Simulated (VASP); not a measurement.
# Au (Fd-3m) in VASP: a series of runs

Au is run at these levels: RPBE; tasks: single point.

All numbers are computed with VASP 6.6.1; they aren't measurements. Logs are shortened: lines on timing, memory, paths and dates and some standing lists are left out, and cuts for length are marked.

### 1 The cell of the first run

Symmetry: Fd-3m, No. 227, cubic system. Conventional cell: a = 6.004 Å, b = 6.004 Å, c = 6.004 Å, α = 90.00°, β = 90.00°, γ = 90.00°. Within 3.4 Å of Au (site symmetry -43m) lie 4 Au at 2.60 Å.

### 2 Single point, RPBE (volume scaled by 0.88)

INCAR reads:

```
SYSTEM = Au
  PREC = Accurate
  ENCUT = 520
  EDIFF = 1E-7
  ISMEAR = -1
  SIGMA = 0.1
  LREAL = .FALSE.
  LASPH = .TRUE.
  NELM = 60
  ALGO = Normal
  ISIF = 2
  LWAVE = .FALSE.
  LCHARG = .FALSE.
  GGA = RP
  NBANDS = 18
```

KPOINTS reads:

```
regular mesh
0
G
  10 10 10
  0 0 0
```

POSCAR reads:

```
Au
1.0
    0.0000000000      3.0019108387      3.0019108387
    3.0019108387      0.0000000000      3.0019108387
    3.0019108387      3.0019108387      0.0000000000
Au
2
Direct
    0.1250000000      0.1250000000      0.1250000000
    0.8750000000      0.8750000000      0.8750000000
```

Potentials or basis: VASP PAW PBE potentials, release 64 (Au).

Run with:

```bash
$ cat potpaw_PBE.64/Au/POTCAR > POTCAR
$ mpirun -np 1 vasp_std > vasp.out
```

OUTCAR:

```text
SYSTEM = Au
   PREC = Accurate
   ENCUT = 520
   EDIFF = 1E-7
   ISMEAR = -1
   LREAL = .FALSE.
   LASPH = .TRUE.
   NELM = 60
   ISIF = 2
   GGA = RP

 ion  position               nearest neighbor table
   1  0.125  0.125  0.125-   2 2.60   2 2.60   2 2.60   2 2.60
   2  0.875  0.875  0.875-   1 2.60   1 2.60   1 2.60   1 2.60

  LATTYP: Found a face centered cubic cell.
 ALAT       =     6.0038216774

  Lattice vectors:

 A1 = (   0.0000000000,   3.0019108387,   3.0019108387)
 A2 = (   3.0019108387,   0.0000000000,   3.0019108387)
 A3 = (   3.0019108387,   3.0019108387,   0.0000000000)

Analysis of symmetry for initial positions (statically):
=====================================================================
 Subroutine PRICEL returns:
 Original cell was already a primitive cell.

 Routine SETGRP: Setting up the symmetry group for a
 face centered cubic supercell.

 Subroutine GETGRP returns: Found 48 space group operations
 (whereof 12 operations were pure point group operations)
 out of a pool of 48 trial point group operations.

The static configuration has the point symmetry D_3d.
 The point group associated with its full space group is O_h .

Analysis of symmetry for dynamics (positions and initial velocities):
=====================================================================
 Subroutine PRICEL returns:
 Original cell was already a primitive cell.

 Routine SETGRP: Setting up the symmetry group for a
 face centered cubic supercell.

 Subroutine GETGRP returns: Found 48 space group operations
 (whereof 12 operations were pure point group operations)
 out of a pool of 48 trial point group operations.

The dynamic configuration has the point symmetry D_3d.
 The point group associated with its full space group is O_h .

 Subroutine INISYM returns: Found 48 space group operations
 (whereof 12 operations are pure point group operations),
 and found     1 'primitive' translations

----------------------------------------------------------------------------------------

                                     Primitive cell

  volume of cell :      54.1033

  direct lattice vectors                    reciprocal lattice vectors
     0.000000000  3.001910839  3.001910839    -0.166560577  0.166560577  0.166560577
     3.001910839  0.000000000  3.001910839     0.166560577 -0.166560577  0.166560577
     3.001910839  3.001910839  0.000000000     0.166560577  0.166560577 -0.166560577

  length of vectors
     4.245343021  4.245343021  4.245343021     0.288491381  0.288491381  0.288491381

  position of ions in fractional coordinates (direct lattice)
     0.125000000  0.125000000  0.125000000
     0.875000000  0.875000000  0.875000000

  ion indices of the primitive-cell ions
   primitive index   ion index
                 1           1
                 2           2

----------------------------------------------------------------------------------------

 KPOINTS: regular mesh

Automatic generation of k-mesh.
 Grid dimensions read from file:
 generate k-points for:   10   10   10

 Generating k-lattice:

  Cartesian coordinates                     Fractional coordinates (reciprocal lattice)
    -0.016656058  0.016656058  0.016656058     0.100000000  0.000000000  0.000000000
     0.016656058 -0.016656058  0.016656058     0.000000000  0.100000000  0.000000000
     0.016656058  0.016656058 -0.016656058     0.000000000  0.000000000  0.100000000

  Length of vectors
     0.028849138  0.028849138  0.028849138

  Shift w.r.t. Gamma in fractional coordinates (k-lattice)
     0.000000000  0.000000000  0.000000000

 Subroutine IBZKPT returns following result:
 ===========================================

 Found     47 irreducible k-points:

 Following reciprocal coordinates:
            Coordinates               Weight
  0.000000  0.000000  0.000000      1.000000
  0.100000  0.000000  0.000000      8.000000
  0.200000  0.000000  0.000000      8.000000
  0.300000  0.000000  0.000000      8.000000
  0.400000  0.000000  0.000000      8.000000
  0.500000  0.000000  0.000000      4.000000
[... 16 lines left out ...]
  0.300000  0.300000  0.000000      6.000000
  0.400000  0.300000  0.000000     24.000000
 [... further k-points ...]
   k-points           NKPTS =     47   k-points in BZ     NKDIM =     47   number of bands    NBANDS=     18
   number of dos      NEDOS =    301   number of ions     NIONS =      2
   total plane-waves  NPLWV =  32768
   dimension x,y,z NGX =    32 NGY =   32 NGZ =   32
   dimension x,y,z NGXF=    64 NGYF=   64 NGZF=   64
   ions per type =               2
   NGX,Y,Z   is equivalent  to a cutoff of  12.53, 12.53, 12.53 a.u.
   NGXF,Y,Z  is equivalent  to a cutoff of  25.06, 25.06, 25.06 a.u.
 SYSTEM =  Au
   PREC   = accura    normal or accurate (medium, high low for compatibility)
   ISTART =      0    job   : 0-new  1-cont  2-samecut
   ICHARG =      2    charge: 1-file 2-atom 10-const
   ISPIN  =      1    spin polarized calculation?
   LNONCOLLINEAR =      F non collinear calculations
   LSORBIT =      F    spin-orbit coupling
   LASPH  =      T    aspherical Exc in radial PAW
   ENCUT  =  520.0 eV  38.22 Ry    6.18 a.u.   7.89  7.89  7.89*2*pi/ulx,y,z
   NELM   =     60;   NELMIN=  2; NELMDL= -5     # of ELM steps
   EDIFF  = 0.1E-06   stopping-criterion for ELM
   LREAL  =      F    real-space projection
   EDIFFG = 0.1E-05   stopping-criterion for IOM
   NSW    =      0    number of steps for IOM
   IBRION =     -1    ionic relax: 0-MD 1-quasi-New 2-CG
   NFREE  =      0    steps in history (QN), initial steepest desc. (CG)
   ISIF   =      2    stress and relaxation
   ISYM   =      2    0-nonsym 1-usesym 2-fastsym
   POTIM  = 0.5000    time-step for ionic-motion
   TEBEG  =    0.0;   TEEND  =   0.0 temperature during run
   PSTRESS=    0.0 pullay stress
   NELECT =      22.0000    total number of electrons
   NUPDOWN=      -1.0000    fix difference up-down
   EMIN   =  10.00;   EMAX   =-10.00  energy-range for DOS
   EFERMI =   0.00;   METHOD = LEGACY
   ISMEAR =    -1;   SIGMA  =   0.10  broadening in eV -4-tet -1-fermi 0-gaus
   EFERMI_NEDOS =   21; number of points for ismear=-14 and -15
   IALGO  =     38    algorithm
   IMIX   =      4    mixing-type and parameters
     AMIX     =   0.40;   BMIX     =  1.00
     AMIX_MAG =   1.60;   BMIX_MAG =  1.00
  volume/ion in A,a.u.               =      27.05       182.55
  Fermi-wavevector in a.u.,A,eV,Ry     =   1.212852  2.291959 20.014318  1.471011
  Thomas-Fermi vector in A             =   2.348323
   LORBIT       =      0    0 simple, 1 ext, 2 COOP (PROOUT), +10 PAW based schemes
   GGA     = RP    functional components
   LHFCALC =     F    Hartree Fock is set to
   AEXX    =    0.0000 exact exchange contribution
   IVDW    =     0    specifies the selected vdW correction
   LEPSILON=     F    determine dielectric tensor
   LRPA    =     F    only Hartree local field effects (RPA)
 non-spin polarized calculation
  energy-cutoff  :      520.00
  volume of cell :       54.10
 maximum number of plane-waves:      1476
   NGX = 15   NGY = 15   NGZ = 15

 number of electron      22.0000002 magnetization

 Free energy of the ion-electron system (eV)
  ---------------------------------------------------
  ext. energy  EPLUGINS =         0.00000000
  ---------------------------------------------------
  free energy    TOTEN  =        -3.97828211 eV

  energy without entropy =       -3.95575434  energy(sigma->0) =       -3.96701822

 E-fermi :   3.7126     XC(G=0):  -9.5067

 val. band max:        3.6446265126   @ k =   0.5000   0.1000   0.0000
 cond. band min:       3.8964824994   @ k =  -0.4000   0.4000   0.0000
 fundamental gap:      0.2518559868
 Fermi energy:         3.7125807384

 k-point     1 :       0.0000    0.0000    0.0000
  band No.  band energies     occupation
      1      -2.6531      2.00000
      2      -0.7286      2.00000
      3      -0.7286      2.00000
      4      -0.7013      2.00000
      5      -0.7013      2.00000
      6      -0.7013      2.00000
[... 10 lines left out ...]
     17      14.7263      0.00000
     18      14.7263      0.00000

 k-point     2 :       0.1000    0.0000    0.0000
  band No.  band energies     occupation
      1      -2.5298      2.00000
      2      -0.8568      2.00000
      3      -0.8568      2.00000
      4      -0.7109      2.00000
      5      -0.5371      2.00000
      6      -0.5371      2.00000
[... 10 lines left out ...]
     17      15.3537      0.00000
     18      15.3537      0.00000

 k-point     3 :       0.2000    0.0000    0.0000
  band No.  band energies     occupation
      1      -2.1903      2.00000
      2      -0.9292      2.00000
      3      -0.9292      2.00000
      4      -0.7349      2.00000
      5      -0.3878      2.00000
      6      -0.3878      2.00000
[... 10 lines left out ...]
     17      15.6243      0.00000
     18      15.8663      0.00000

 k-point     4 :       0.3000    0.0000    0.0000
  band No.  band energies     occupation
      1      -1.7436      2.00000
      2      -0.9260      2.00000
      3      -0.9260      2.00000
      4      -0.7639      2.00000
      5      -0.3397      2.00000
      6      -0.3397      2.00000
[... 375 lines left out ...]
      4      -0.7176      2.00000
      5      -0.4541      2.00000
      6       0.0023      2.00000
[... 10 lines left out ...]
     17      15.5569      0.00000
     18      16.1953      0.00000

 k-point    23 :       0.3000    0.3000    0.0000
  band No.  band energies     occupation
      1      -1.3502      2.00000
      2      -1.2480      2.00000
      3      -0.7720      2.00000
      4      -0.7720      2.00000
      5      -0.1346      2.00000
      6       0.1094      2.00000
[... 10 lines left out ...]
     17      19.0396      0.00000
     18      19.0396      0.00000

 k-point    24 :       0.4000    0.3000    0.0000
  band No.  band energies     occupation
      1      -1.2369      2.00000
      2      -1.0437      2.00000
      3      -0.8328      2.00000
      4      -0.7982      2.00000
      5       0.0374      2.00000
      6       0.0678      2.00000
[... 10 lines left out ...]
     17      18.7181      0.00000
     18      19.4120      0.00000

 [... further k-points ...]
[... 5 lines left out ...]
  --------------------------------------------------------------------------------------
  -------------------------------------------------------------------------------------
  Total        2.5919092      2.5919092      2.5919092      0.0000000      0.0000000      0.0000000
  in kB       76.7550587     76.7550587     76.7550587      0.0000000      0.0000000      0.0000000
  external PRESSURE =      76.7550587 kB  Pullay stress =       0.0000000 kB

 VOLUME and BASIS-vectors are now :
 -----------------------------------------------------------------------------
  energy-cutoff  :      520.00
  volume of cell :       54.10
      direct lattice vectors                 reciprocal lattice vectors
     0.000000000  3.001910839  3.001910839    -0.166560577  0.166560577  0.166560577
     3.001910839  0.000000000  3.001910839     0.166560577 -0.166560577  0.166560577
     3.001910839  3.001910839  0.000000000     0.166560577  0.166560577 -0.166560577

 POSITION                                       TOTAL-FORCE (eV/Angst)
 -----------------------------------------------------------------------------------
      0.75048      0.75048      0.75048        -0.000000     -0.000000     -0.000000
      5.25334      5.25334      5.25334         0.000000      0.000000      0.000000
 -----------------------------------------------------------------------------------
    total drift:                                0.000000      0.000000     -0.000000

  FREE ENERGIE OF THE ION-ELECTRON SYSTEM (eV)
  ---------------------------------------------------
  free  energy   TOTEN  =        -3.9782821053 eV

  energy  without entropy=       -3.9557543365  energy(sigma->0) =       -3.96701822
```

It took 20 s on 1 thread of AMD EPYC 9R45 (Zen 5), shared host; peak memory 0.16 GiB.

What came out:

* Free energy: -3.9783 eV
* Pressure: 7.7 GPa
* Band gap on the k mesh: zero (band 11 reaches 4.00 eV, above the bottom of band 12 at 3.34 eV)

Caveat: the PAW data sets were made with another functional, which shifts forces and pressure a little; spin-orbit coupling is left out, which moves the levels of the heavy elements.

### 3 Single point, RPBE (volume scaled by 0.92)

INCAR reads:

```
SYSTEM = Au
PREC = Accurate
ENCUT = 520
EDIFF = 1E-7
ISMEAR = -1
SIGMA = 0.1
LREAL = .FALSE.
LASPH = .TRUE.
NELM = 80
ALGO = Normal
ISIF = 2
LWAVE = .FALSE.
LCHARG = .TRUE.
GGA = RP
LELF = .TRUE.
LVHAR = .TRUE.
NBANDS = 18
```

KPOINTS reads:

```
Automatic mesh
0
G
  10 10 10
  0 0 0
```

POSCAR reads:

```
Au
1.0
    0.0000000000      3.0467220846      3.0467220846
    3.0467220846      0.0000000000      3.0467220846
    3.0467220846      3.0467220846      0.0000000000
Au
2
Direct
    0.1250000000      0.1250000000      0.1250000000
    0.8750000000      0.8750000000      0.8750000000
```

Potentials or basis: VASP PAW PBE potentials, release 64 (Au).

Run with:

```bash
$ cat potpaw_PBE.64/Au/POTCAR > POTCAR
$ mpirun -np 1 vasp_std > vasp.out
```

Wall time 17 s (1 thread of AMD EPYC 9R45 (Zen 5), shared host); peak memory 0.16 GiB.

It converged, with:

```yaml
Free_energy: -4.0706 eV
Pressure: 4.3 GPa
Band_gap_on_the_k_mesh: zero (band 11 reaches 3.53 eV, above the bottom of band 12 at 2.88 eV)
```

Levels at points of the mesh, in eV from the Fermi level:
```
           k point  band 7  band 8  band 9  band 10  band 11  band 12  band 13  band 14  band 15  band 16
(0.00, 0.00, 0.00)   -2.35   -2.35   -2.35    -1.33    -1.33     8.74     9.67     9.67     9.67    10.05
(0.50, 0.00, 0.00)   -2.11   -2.11   -1.46    -1.46    -0.82    -0.40     6.82     6.82     8.92     9.96
(0.50, 0.50, 0.00)   -2.83   -2.83   -1.29    -1.29     0.26     0.26     3.77     3.77     8.17     8.17
```

Caveat: the PAW data sets were made with another functional, which shifts forces and pressure a little; spin-orbit coupling is left out, which moves the levels of the heavy elements.

### 4 Single point, RPBE (volume scaled by 0.96)

INCAR reads:

```
SYSTEM = Au
ALGO = Normal
EDIFF = 1E-6
ENCUT = 520
GGA = RP
ISIF = 2
ISMEAR = -1
LASPH = .TRUE.
LCHARG = .TRUE.
LELF = .TRUE.
LREAL = .FALSE.
LVHAR = .TRUE.
LWAVE = .FALSE.
NBANDS = 18
NELM = 100
PREC = Accurate
SIGMA = 0.1
```

KPOINTS reads:

```
k-points
0
G
  10 10 10
  0 0 0
```

POSCAR reads:

```
Au
1.0
    0.0000000000      3.0902525670      3.0902525670
    3.0902525670      0.0000000000      3.0902525670
    3.0902525670      3.0902525670      0.0000000000
Au
2
Direct
    0.1250000000      0.1250000000      0.1250000000
    0.8750000000      0.8750000000      0.8750000000
```

Run with:

```bash
$ cat potpaw_PBE.64/Au/POTCAR > POTCAR
$ mpirun -np 1 vasp_std > vasp.out
```

Run time: 26 s. Hardware: 1 thread of AMD EPYC 9R45 (Zen 5), shared host; peak memory 0.19 GiB.

It converged, with:

- Free energy: -4.1184 eV
- Pressure: 1.8 GPa
- Band gap on the k mesh: zero (band 11 reaches 3.11 eV, above the bottom of band 12 at 2.45 eV)

Levels at points of the mesh, in eV from the Fermi level:
```csv
k point,band 8,band 9,band 10,band 11,band 12,band 13,band 14,band 15
"(0.00, 0.00, 0.00)",-2.26,-2.26,-1.33,-1.33,8.38,9.38,9.38,9.38
"(0.50, 0.00, 0.00)",-2.05,-1.45,-1.45,-0.67,-0.43,6.67,6.67,8.56
"(0.50, 0.50, 0.00)",-2.72,-1.29,-1.29,0.22,0.22,3.79,3.79,8.02
```

Caveat: the PAW data sets were made with another functional, which shifts forces and pressure a little; spin-orbit coupling is left out, which moves the levels of the heavy elements.

### 5 Overview

| cell | gap on the mesh (eV) | pressure (GPa) |
| --- | --- | --- |
| a = 4.245 Å, angles 60.0°, 2 atoms | none | 7.7 |
| a = 4.309 Å, angles 60.0°, 2 atoms | none | 4.3 |
| a = 4.370 Å, angles 60.0°, 2 atoms | none | 1.8 |

Alike in all rows: task single point; level RPBE; potentials or basis VASP PAW PBE potentials, release 64 (Au); no spin polarisation; k mesh 10 × 10 × 10; cutoff (eV) 520; smearing fermi-dirac 0.1 eV.

Caveats: the PAW data sets were made with another functional, which shifts forces and pressure a little; spin-orbit coupling is left out, which moves the levels of the heavy elements.

Total energies depend on the potentials used, so only differences within one code and one set of settings carry meaning.
